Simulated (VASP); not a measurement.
Set up this calculation in VASP 6.6.1, as the native input.

| Quantity | Value |
| --- | --- |
| Task | single point |
| Functional | PBE |
| Potentials or basis | VASP PAW PBE potentials, release 64 (Sr_sv) |
| Cutoff | 520 eV |
| k mesh | 16 × 16 × 16 |
| Occupations | gaussian, width 0.15 eV |
| Spin | no spin polarisation |
| Dipole correction | no |
| Further INCAR settings | ALGO = Fast; EDIFF = 1e-06; NBANDS = 11 |

The structure of Sr lies in POSCAR:

```
Sr
1.0
    0.0000000000      3.3050470070      2.5779366655
    3.3050470070      0.0000000000      2.5779366655
    3.3050470070      3.3050470070      0.0000000000
Sr
1
Direct
    0.0000000000      0.0000000000      0.0000000000
```

This cell differs from its parent crystal: ratio of the length along z to the lengths across it x 0.78, volume and fractional coordinates fixed.

The input as run:

INCAR

```
SYSTEM = Sr
  ALGO = Fast
  EDIFF = 1E-6
  ENCUT = 520
  GGA = PE
  ISIF = 2
  ISMEAR = 0
  LASPH = .True.
  LCHARG = .False.
  LREAL = .False.
  LWAVE = .False.
  NBANDS = 11
  NELM = 60
  PREC = Accurate
  SIGMA = 0.15
```

KPOINTS

```
k-points
0
Gamma
  16 16 16
  0 0 0
```

Potentials or basis: VASP PAW PBE potentials, release 64 (Sr_sv).

Launch:

```bash
$ cat potpaw_PBE.64/Sr_sv/POTCAR > POTCAR
$ mpirun -np 1 vasp_std > vasp.out
```

It gave:

```
Pressure               : -0.4 GPa
Band gap on the k mesh : zero (band 5 reaches 1.75 eV, above the bottom of band 6 at 1.48 eV)
```

Wall time 70 s on 1 thread of Intel(R) Xeon(R) 6975P-C (Granite Rapids), with other jobs on the host, peak memory 0.35 GiB.
